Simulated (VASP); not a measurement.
# Si5P13 in VASP: notebook, part 2 of 2

VASP 6.6.1. Earlier steps stand in the parts before.

### 3 Single point, PBE

File INCAR:

```
SYSTEM = Si5P13
ALGO = Normal
EDIFF = 1E-7
ENCUT = 520
GGA = PE
ISIF = 2
ISMEAR = -1
ISYM = 0
LASPH = .TRUE.
LCHARG = .TRUE.
LELF = .TRUE.
LREAL = Auto
LVHAR = .TRUE.
LWAVE = .FALSE.
NBANDS = 58
NELM = 80
PREC = Accurate
SIGMA = 0.05
```

File KPOINTS:

```
Automatic mesh
0
Gamma
  1 1 1
  0.25 0.25 0.25
```

File POSCAR:

```
Si5P13
1.0
    7.0479230000      0.0446470000      0.1733930000
    0.0446470000      7.0511420000     -0.0312760000
    0.1733930000     -0.0312760000      7.0375900000
Si P
5 13
Direct
    0.7842217842      0.4211388890      0.6285413007
    0.4295556589      0.6657245955      0.0694790771
   -0.0273321841      0.4130258684      0.0608373046
    0.3737156951      0.4604294567      0.6320426035
    0.7591679622      0.6445050996      0.3970312466
    0.7840041496      0.9687928716      0.7177880687
    0.8541728255      0.1471680034      0.4589059945
    0.5390372796      0.1234807549      0.3273991087
    0.4973477937      0.8231292630      0.3644137503
    0.2864639056      0.1697651160      0.5339139873
    0.0577862174      0.8030470610      0.6613966392
    0.2595148736      1.0105976711      0.8088388767
    0.6665397554      0.4379797216      0.1418087621
    0.0633892259      0.7706036705      0.3285281115
    0.0670797624      0.5292421020      0.7765418865
    0.5756006005      0.2957374803      0.8378567621
    0.1896176060      0.4837761813      0.2704120613
    0.9858540708      0.1055257748      0.9268656215
```

Potentials or basis: VASP PAW PBE potentials, release 64 (Si, P).

Started as:

```console
> cat potpaw_PBE.64/Si/POTCAR potpaw_PBE.64/P/POTCAR > POTCAR
> mpirun -np 1 vasp_std > vasp.out
```

OUTCAR:

```text
SYSTEM = Si5P13
   EDIFF = 1E-7
   ENCUT = 520
   GGA = PE
   ISIF = 2
   ISMEAR = -1
   ISYM = 0
   LASPH = .TRUE.
   LREAL = Auto
   NELM = 80
   PREC = Accurate

 ion  position               nearest neighbor table
   1  0.784  0.421  0.629-  16 2.23   5 2.29   7 2.30  15 2.42   4 2.90
   2  0.430  0.666  0.069-  13 2.38   9 2.42  17 2.52
   3  0.973  0.413  0.061-  13 2.21  17 2.23  15 2.24  18 2.36
   4  0.374  0.460  0.632-  10 2.26  16 2.38  15 2.39   1 2.90  17 2.92
   5  0.759  0.645  0.397-   9 2.24   1 2.29  14 2.36  13 2.42
   6  0.784  0.969  0.718-  11 2.26   7 2.26  18 2.31  16 2.82
   7  0.854  0.147  0.459-   6 2.26   1 2.30   8 2.46
   8  0.539  0.123  0.327-   9 2.16  10 2.26   7 2.46  13 2.72
   9  0.497  0.823  0.364-   8 2.16   5 2.24   2 2.42
  10  0.286  0.170  0.534-  12 2.25   4 2.26   8 2.26
  11  0.058  0.803  0.661-  15 2.10   6 2.26  12 2.33  14 2.35  18 2.85
  12  0.260  0.011  0.809-  18 2.16  10 2.25  11 2.33
  13  0.667  0.438  0.142-   3 2.21   2 2.38   5 2.42  16 2.47   8 2.72
  14  0.063  0.771  0.329-  17 2.23  11 2.35   5 2.36
  15  0.067  0.529  0.777-  11 2.10   3 2.24   4 2.39   1 2.42
  16  0.576  0.296  0.838-   1 2.23   4 2.38  13 2.47   6 2.82
  17  0.190  0.484  0.270-  14 2.23   3 2.23   2 2.52   4 2.92
  18  0.986  0.106  0.927-  12 2.16   6 2.31   3 2.36  11 2.85

IMPORTANT INFORMATION: All symmetrisations will be switched off!
NOSYMM: (Re-)initialisation of all symmetry stuff for point group C_1.

----------------------------------------------------------------------------------------

                                     Primitive cell

  volume of cell :     349.5060

  direct lattice vectors                    reciprocal lattice vectors
     7.047923000  0.044647000  0.173393000     0.141977725 -0.000914520 -0.003502129
     0.044647000  7.051142000 -0.031276000    -0.000914520  0.141829685  0.000652842
     0.173393000 -0.031276000  7.037590000    -0.003502129  0.000652842  0.142183285

  length of vectors
     7.050196955  7.051352710  7.039795191     0.142023856  0.141834136  0.142227907

  position of ions in fractional coordinates (direct lattice)
     0.784221784  0.421138889  0.628541301
     0.429555659  0.665724596  0.069479077
     0.972667816  0.413025868  0.060837305
     0.373715695  0.460429457  0.632042603
     0.759167962  0.644505100  0.397031247
     0.784004150  0.968792872  0.717788069
[... 10 lines left out ...]
     0.189617606  0.483776181  0.270412061
     0.985854071  0.105525775  0.926865621

  ion indices of the primitive-cell ions
   primitive index   ion index
                 1           1
                 2           2
                 3           3
                 4           4
                 5           5
                 6           6
[... 10 lines left out ...]
                17          17
                18          18

----------------------------------------------------------------------------------------

 KPOINTS: Automatic mesh

Automatic generation of k-mesh.
 Grid dimensions read from file:
 generate k-points for:    1    1    1

 Generating k-lattice:

  Cartesian coordinates                     Fractional coordinates (reciprocal lattice)
     0.141977725 -0.000914520 -0.003502129     1.000000000  0.000000000  0.000000000
    -0.000914520  0.141829685  0.000652842    -0.000000000  1.000000000 -0.000000000
    -0.003502129  0.000652842  0.142183285     0.000000000 -0.000000000  1.000000000

  Length of vectors
     0.142023856  0.141834136  0.142227907

  Shift w.r.t. Gamma in fractional coordinates (k-lattice)
     0.250000000  0.250000000  0.250000000

 Subroutine IBZKPT returns following result:
 ===========================================

 Found      1 irreducible k-points:

 Following reciprocal coordinates:
            Coordinates               Weight
  0.250000  0.250000  0.250000      2.000000
   k-points           NKPTS =      1   k-points in BZ     NKDIM =      1   number of bands    NBANDS=     58
   number of dos      NEDOS =    301   number of ions     NIONS =     18
   total plane-waves  NPLWV = 157464
   dimension x,y,z NGX =    54 NGY =   54 NGZ =   54
   dimension x,y,z NGXF=   108 NGYF=  108 NGZF=  108
   ions per type =               5  13
   NGX,Y,Z   is equivalent  to a cutoff of  12.73, 12.73, 12.75 a.u.
   NGXF,Y,Z  is equivalent  to a cutoff of  25.47, 25.46, 25.50 a.u.
 SYSTEM =  Si5P13
   PREC   = accura    normal or accurate (medium, high low for compatibility)
   ISTART =      0    job   : 0-new  1-cont  2-samecut
   ICHARG =      2    charge: 1-file 2-atom 10-const
   ISPIN  =      1    spin polarized calculation?
   LNONCOLLINEAR =      F non collinear calculations
   LSORBIT =      F    spin-orbit coupling
   LASPH  =      T    aspherical Exc in radial PAW
   ENCUT  =  520.0 eV  38.22 Ry    6.18 a.u.  13.11 13.11 13.09*2*pi/ulx,y,z
   NELM   =     80;   NELMIN=  2; NELMDL= -5     # of ELM steps
   EDIFF  = 0.1E-06   stopping-criterion for ELM
   LREAL  =      T    real-space projection
   EDIFFG = 0.1E-05   stopping-criterion for IOM
   NSW    =      0    number of steps for IOM
   IBRION =     -1    ionic relax: 0-MD 1-quasi-New 2-CG
   NFREE  =      0    steps in history (QN), initial steepest desc. (CG)
   ISIF   =      2    stress and relaxation
   ISYM   =      0    0-nonsym 1-usesym 2-fastsym
   POTIM  = 0.5000    time-step for ionic-motion
   TEBEG  =    0.0;   TEEND  =   0.0 temperature during run
   PSTRESS=    0.0 pullay stress
   NELECT =      85.0000    total number of electrons
   NUPDOWN=      -1.0000    fix difference up-down
   EMIN   =  10.00;   EMAX   =-10.00  energy-range for DOS
   EFERMI =   0.00;   METHOD = LEGACY
   ISMEAR =    -1;   SIGMA  =   0.05  broadening in eV -4-tet -1-fermi 0-gaus
   EFERMI_NEDOS =   21; number of points for ismear=-14 and -15
   IALGO  =     38    algorithm
   IMIX   =      4    mixing-type and parameters
     AMIX     =   0.40;   BMIX     =  1.00
     AMIX_MAG =   1.60;   BMIX_MAG =  1.00
  volume/ion in A,a.u.               =      19.42       131.03
  Fermi-wavevector in a.u.,A,eV,Ry     =   1.021871  1.931057 14.207492  1.044221
  Thomas-Fermi vector in A             =   2.155520
   LORBIT       =      0    0 simple, 1 ext, 2 COOP (PROOUT), +10 PAW based schemes
   GGA     = PE    functional components
   LHFCALC =     F    Hartree Fock is set to
   AEXX    =    0.0000 exact exchange contribution
   IVDW    =     0    specifies the selected vdW correction
   LEPSILON=     F    determine dielectric tensor
   LRPA    =     F    only Hartree local field effects (RPA)
 non-spin polarized calculation
  energy-cutoff  :      520.00
  volume of cell :      349.51
 maximum number of plane-waves:      9412
 NGX is ok and might be reduce to    54
   NGX = 27   NGY = 27   NGZ = 27

 number of electron      84.9999999 magnetization

 Free energy of the ion-electron system (eV)
  ---------------------------------------------------
  ext. energy  EPLUGINS =         0.00000000
  ---------------------------------------------------
  free energy    TOTEN  =       -93.31479922 eV

  energy without entropy =      -93.24538506  energy(sigma->0) =      -93.28009214

 E-fermi :   6.1286     XC(G=0):  -9.6618

 val. band max:        6.1285931889   @ k =   0.2500   0.2500   0.2500
 cond. band min:       6.8879790363   @ k =   0.2500   0.2500   0.2500
 fundamental gap:      0.7593858474
 Fermi energy:         6.1286122880

 k-point     1 :       0.2500    0.2500    0.2500
  band No.  band energies     occupation
      1      -8.8844      2.00000
      2      -7.6835      2.00000
      3      -7.3979      2.00000
      4      -6.6586      2.00000
      5      -6.4271      2.00000
      6      -5.8907      2.00000
[... 46 lines left out ...]
     53       8.6346      0.00000
     54       8.8061      0.00000
 [bands above 54 left out]

------------------------ aborting loop because EDIFF is reached ----------------------------------------

  FORCE on cell =-STRESS in cart. coord.  units (eV):
  Direction    XX          YY          ZZ          XY          YZ          ZX
  --------------------------------------------------------------------------------------
  -------------------------------------------------------------------------------------
  Total       -4.4360882     10.4857769      0.5573997     -3.6725549     -1.6669454      1.1063430
  in kB      -20.3355587     48.0680547      2.5551869    -16.8354306     -7.6414770      5.0716084
  external PRESSURE =      10.0958943 kB  Pullay stress =       0.0000000 kB

 VOLUME and BASIS-vectors are now :
 -----------------------------------------------------------------------------
  energy-cutoff  :      520.00
  volume of cell :      349.51
      direct lattice vectors                 reciprocal lattice vectors
     7.047923000  0.044647000  0.173393000     0.141977725 -0.000914520 -0.003502129
     0.044647000  7.051142000 -0.031276000    -0.000914520  0.141829685  0.000652842
     0.173393000 -0.031276000  7.037590000    -0.003502129  0.000652842  0.142183285

 POSITION                                       TOTAL-FORCE (eV/Angst)
 -----------------------------------------------------------------------------------
      5.65492      2.98487      4.54622         0.682943     -0.222643      0.515470
      3.06924      4.71112      0.54263         0.087543     -0.221256      0.276855
      6.88428      2.95383      0.58388        -0.205126     -0.081930     -0.408963
      2.76407      3.24347      4.49846         0.109698      0.200550      0.167211
      5.44817      4.56597      2.90562        -0.334040      0.785463     -0.492840
      5.69331      6.84365      5.15714         0.212823     -0.117100     -0.541841
[... 10 lines left out ...]
      1.40490      3.41118      1.92080         0.483899      0.253899      0.234784
      7.11365      0.75910      6.69054        -0.326625     -0.445417      0.303907
 -----------------------------------------------------------------------------------
    total drift:                                0.004619     -0.004413     -0.007225

  FREE ENERGIE OF THE ION-ELECTRON SYSTEM (eV)
  ---------------------------------------------------
  free  energy   TOTEN  =       -93.3147992172 eV

  energy  without entropy=      -93.2453850645  energy(sigma->0) =      -93.28009214
```

Run time: 39 s. Hardware: 1 thread of Intel Xeon Platinum 8559C (Emerald Rapids), shared host; peak memory 0.39 GiB.

Results:

| Item | Value |
| --- | --- |
| Free energy | -93.3148 eV |
| Pressure | 1.0 GPa |
| Largest force | 1.709 eV/Å |

Forces in eV/Å, atoms in the order of the input:
```
Si   0.683 -0.223  0.515
Si   0.088 -0.221  0.277
Si  -0.205 -0.082 -0.409
Si   0.110  0.201  0.167
Si  -0.334  0.785 -0.493
P    0.213 -0.117 -0.542
P   -0.732 -0.197 -0.262
P    0.668  0.348  0.483
P   -0.089 -1.200 -0.087
P   -0.182 -0.100 -0.729
P   -0.411  1.454 -0.799
P    0.685 -0.584  0.084
P   -0.287  0.445 -0.043
P   -0.355  0.340  0.832
P    0.110 -0.698 -0.215
P   -0.118  0.042  0.681
P    0.484  0.254  0.235
P   -0.327 -0.445  0.304
```

Levels at points of the mesh, in eV from the Fermi level:
```
           k point  band 39  band 40  band 41  band 42  band 43  band 44  band 45  band 46  band 47  band 48
(0.25, 0.25, 0.25)    -1.18    -0.79    -0.67    -0.46     0.00     0.76     1.21     1.39     1.55     1.83
```

Caveat: the k points lie up to 0.89 Å⁻¹ apart.

### 4 Single point, PBE

File INCAR:

```
PREC = Accurate
ENCUT = 520
EDIFF = 1E-6
ISMEAR = -1
SIGMA = 0.05
LREAL = Auto
LASPH = T
NELM = 60
ALGO = Normal
ISIF = 2
LWAVE = F
LCHARG = T
GGA = PE
LELF = T
LVHAR = T
NBANDS = 58
ISYM = 0
```

KPOINTS is that of step 3.

File POSCAR:

```
Si5P13
1.0
    7.0479230000      0.0446470000      0.1733930000
    0.0446470000      7.0511420000     -0.0312760000
    0.1733930000     -0.0312760000      7.0375900000
Si P
5 13
Direct
    0.8236504681      0.4011892557      0.6191946916
    0.4284597801      0.6315186827      0.0680826038
   -0.0056078493      0.3811131144      0.0559315129
    0.4032675651      0.4420516097      0.6454584358
    0.7793698507      0.6287108705      0.3926701164
    0.7648942782      0.9429584318      0.6880367646
    0.8209564601      0.1334547782      0.4306444149
    0.5219935551      0.1135247763      0.3173604277
    0.4968150390      0.7994166968      0.3615215303
    0.2894996106      0.1629598139      0.5392338180
    0.0444879332      0.8076180816      0.6364313873
    0.2450414644      0.9848494392      0.8005055248
    0.6992508427      0.4332631837      0.1299937248
    0.0931596938      0.7737826998      0.3222596924
    0.1016718852      0.5287688640      0.7782865415
    0.5899328913      0.2814495830      0.8586363206
    0.2200956741      0.4643581483      0.2754461707
    0.9626342467      0.0698626940      0.9243671464
```

Potentials or basis: VASP PAW PBE potentials, release 64 (Si, P).

Started as:

```console
> cat potpaw_PBE.64/Si/POTCAR potpaw_PBE.64/P/POTCAR > POTCAR
> mpirun -np 1 vasp_std > vasp.out
```

OUTCAR:

```text
PREC = Accurate
   ENCUT = 520
   EDIFF = 1E-6
   ISMEAR = -1
   LREAL = Auto
   LASPH = T
   NELM = 60
   ISIF = 2
   GGA = PE
   ISYM = 0

 ion  position               nearest neighbor table
   1  0.824  0.401  0.619-   7 2.30   5 2.30  16 2.46  15 2.48   4 2.97
   2  0.428  0.632  0.068-  17 2.35  13 2.41   9 2.44  16 3.04  14 3.05
   3  0.994  0.381  0.056-  13 2.15  15 2.32  17 2.35  18 2.39
   4  0.403  0.442  0.645-  10 2.27  16 2.34  15 2.35  17 2.97   1 2.97
[... 239 lines left out ...]
  Total       -6.8748347      5.2197953     -3.1010927     -2.4624541      3.1069052      0.6978338
  in kB      -31.5150641     23.9281656    -14.2157797    -11.2881840     14.2424249      3.1989536
  external PRESSURE =      -7.2675594 kB  Pullay stress =       0.0000000 kB

 VOLUME and BASIS-vectors are now :
 -----------------------------------------------------------------------------
  energy-cutoff  :      520.00
  volume of cell :      349.51
      direct lattice vectors                 reciprocal lattice vectors
     7.047923000  0.044647000  0.173393000     0.141977725 -0.000914520 -0.003502129
     0.044647000  7.051142000 -0.031276000    -0.000914520  0.141829685  0.000652842
     0.173393000 -0.031276000  7.037590000    -0.003502129  0.000652842  0.142183285

 POSITION                                       TOTAL-FORCE (eV/Angst)
 -----------------------------------------------------------------------------------
      5.93030      2.84625      4.48791        -0.376056     -0.400674      1.383769
      3.05975      4.46993      0.53368         0.561044      0.255226      0.065513
      7.03511      2.72993      0.55412         0.919973     -0.228143     -0.410569
      2.97385      3.11479      4.59857        -0.108573      0.506253     -0.057514
      5.58909      4.45565      2.87892        -0.575746      1.339485     -0.487338
      5.55232      6.66156      4.94526        -0.019412      0.157928     -0.264984
[... 10 lines left out ...]
      1.61971      3.27547      1.96212        -0.777228      0.554204      0.045220
      6.94797      0.50668      6.67005         0.276474      0.126109     -0.068398
 -----------------------------------------------------------------------------------
    total drift:                               -0.000838     -0.000972      0.002883

  FREE ENERGIE OF THE ION-ELECTRON SYSTEM (eV)
  ---------------------------------------------------
  free  energy   TOTEN  =       -93.1627455710 eV

  energy  without entropy=      -93.0930251955  energy(sigma->0) =      -93.12788538
```

stdout:

```text
POSCAR found type information on POSCAR SiP
 POSCAR found :  2 types and      18 ions
 scaLAPACK will be used
 LDA part: xc-table for (Slater+PW92), standard interpolation
 POSCAR, INCAR and KPOINTS ok, starting setup
 FFT: planning ... GRIDC
 FFT: planning ... GRID_SOFT
 FFT: planning ... GRID
 WAVECAR not read
 entering main loop
```

Run time: 35 s. Hardware: 1 thread of Intel Xeon Platinum 8559C (Emerald Rapids), shared host; peak memory 0.4 GiB.

What came out:

```yaml
Free_energy: -93.1627 eV
Pressure: -0.7 GPa
Largest_force: 1.537 eV/Å
```

Forces in eV/Å, atoms in the order of the input:
```
Si  -0.376 -0.401  1.384
Si   0.561  0.255  0.066
Si   0.920 -0.228 -0.411
Si  -0.109  0.506 -0.058
Si  -0.576  1.339 -0.487
P   -0.019  0.158 -0.265
P   -0.042 -0.558  0.361
P    0.562 -0.508  0.308
P    0.211 -0.612 -0.182
P   -0.245  0.041 -0.374
P    0.646 -0.259 -0.111
P    0.157 -0.092  0.076
P   -1.087  0.581  0.323
P   -0.227 -0.438  0.411
P   -0.619 -0.457 -0.184
P    0.743 -0.008 -0.834
P   -0.777  0.554  0.045
P    0.276  0.126 -0.068
```

Caveat: the k points lie up to 0.89 Å⁻¹ apart.

### 5 Single point, PBE

File INCAR:

```
SYSTEM = Si5P13
PREC = Accurate ; ENCUT = 520
EDIFF = 1E-7 ; ISMEAR = -1
SIGMA = 0.05 ; LREAL = Auto
LASPH = .TRUE. ; NELM = 60
ALGO = Normal ; ISIF = 2
LWAVE = .FALSE. ; LCHARG = .FALSE.
GGA = PE ; NBANDS = 58
ISYM = 0
```

KPOINTS is that of step 4.

File POSCAR:

```
Si5P13
1.0
    7.0479230000      0.0446470000      0.1733930000
    0.0446470000      7.0511420000     -0.0312760000
    0.1733930000     -0.0312760000      7.0375900000
Si P
5 13
Direct
    0.7766062024      0.4102191098      0.6192074181
    0.4096647318      0.6067573017      0.0469431928
   -0.0376118563      0.3865817601      0.0449427096
    0.3609190581      0.4481713348      0.6331268472
    0.7665109724      0.6772487052      0.4079551371
    0.7839338507      0.9064280680      0.6589498397
    0.8190557840      0.1288295036      0.4296427800
    0.5109805098      0.0922895147      0.3051291711
    0.4679274019      0.7872397372      0.3267594978
    0.2808181731      0.1660908643      0.5086634419
    0.0740369642      0.8028299367      0.6505120102
    0.2691662329      1.0037494832      0.7835593901
    0.6606933252      0.4279055223      0.1330596945
    0.0758569857      0.7912563117      0.3253740644
    0.0501873069      0.4959193763      0.7649525259
    0.5708023680      0.2849817953      0.8573257259
    0.1796296186      0.4861426362      0.2739699355
    0.9976214965      0.0770332855      0.9252922817
```

Started as:

```console
> cat potpaw_PBE.64/Si/POTCAR potpaw_PBE.64/P/POTCAR > POTCAR
> mpirun -np 1 vasp_std > vasp.out
```

Wall time 38 s (1 thread of Intel Xeon Platinum 8559C (Emerald Rapids), shared host); peak memory 0.4 GiB.

Results (log left out):

- Free energy: -93.2481 eV
- Pressure: 0.4 GPa
- Largest force: 1.509 eV/Å

Forces in eV/Å, atoms in the order of the input:
```
Si  -0.195 -0.610 -0.452
Si  -0.134  0.797 -0.093
Si   0.761 -0.139  1.140
Si   0.372  0.267  0.187
Si  -0.878 -0.296  0.084
P   -0.878  0.654  0.275
P   -0.609  0.224  0.056
P    1.106  0.133  0.199
P    0.420 -0.094 -0.042
P   -0.698 -0.424 -0.140
P   -0.385 -0.574 -0.416
P    0.508 -0.161  0.455
P    0.301 -0.251  0.294
P    0.593 -0.646  0.265
P    0.586  1.040 -0.924
P    0.084 -0.162 -0.413
P   -0.463  0.023 -0.568
P   -0.491  0.219  0.093
```

Stress tensor (GPa, compression positive):
```
-1.24 -1.01 -0.59
-1.01  2.52  1.00
-0.59  1.00 -0.12
```

Levels at points of the mesh, in eV from the Fermi level:
```
           k point  band 39  band 40  band 41  band 42  band 43  band 44  band 45  band 46  band 47  band 48
(0.25, 0.25, 0.25)    -1.10    -0.90    -0.60    -0.38     0.00     0.79     0.97     1.42     1.73     1.88
```

Caveat: the k points lie up to 0.89 Å⁻¹ apart.
